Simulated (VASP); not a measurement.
A run of VASP 6.6.1 is set up as follows.

Contents of POSCAR:

```
B2Ru
1.0
    2.7843005714      0.0000000000      0.0000000000
    0.0000000000      4.5010991679      0.0000000000
    0.0000000000      0.0000000000      4.1105626880
B Ru
4 2
Direct
    0.0000000000      0.8049748517      0.3628823137
    0.0000000000      0.1950251483      0.3628823137
    0.5000000000      0.3049748517      0.6371176863
    0.5000000000      0.6950251483      0.6371176863
    0.0000000000      0.0000000000      0.8471424828
    0.5000000000      0.5000000000      0.1528575172
```

File INCAR.step1:

```
SYSTEM = B2Ru
  PREC = Accurate
  ENCUT = 520
  ISMEAR = 0
  SIGMA = 0.1
  LREAL = .FALSE.
  LASPH = .TRUE.
  NELM = 60
  NBANDS = 29
  GGA = PE
  ALGO = Normal
  EDIFF = 1E-4
  LWAVE = .TRUE.
  LCHARG = .FALSE.
```

The input INCAR.step2:

```
SYSTEM = B2Ru
  PREC = Accurate
  ENCUT = 520
  EDIFF = 1E-7
  ISMEAR = 0
  SIGMA = 0.1
  LREAL = .FALSE.
  LASPH = .TRUE.
  NELM = 60
  ALGO = Normal
  ISIF = 2
  LWAVE = .FALSE.
  LCHARG = .TRUE.
  METAGGA = R2SCAN
  LMIXTAU = .TRUE.
  LELF = .TRUE.
  LVHAR = .TRUE.
  NBANDS = 29
  ISTART = 1
```

The input KPOINTS:

```
Automatic mesh
0
G
  12 8 10
  0 0 0
```

Potentials or basis: VASP PAW PBE potentials, release 64 (B, Ru_pv).

Launch:

```console
$ cat potpaw_PBE.64/B/POTCAR potpaw_PBE.64/Ru_pv/POTCAR > POTCAR
$ cp INCAR.step1 INCAR
$ mpirun -np 1 vasp_std > vasp.out
$ cp INCAR.step2 INCAR
$ mpirun -np 1 vasp_std > vasp.out
```

(1) Estimate the pressure.

(2) Estimate the largest force.

Results:

(1) 13.4 GPa.

(2) 0.133 eV/Å.

Caveat: the cell differs from its parent crystal (biaxial strain in the a-b plane: -3.0 %); the cell stands under pressure; the PAW data sets were made with another functional, which shifts forces and pressure a little.
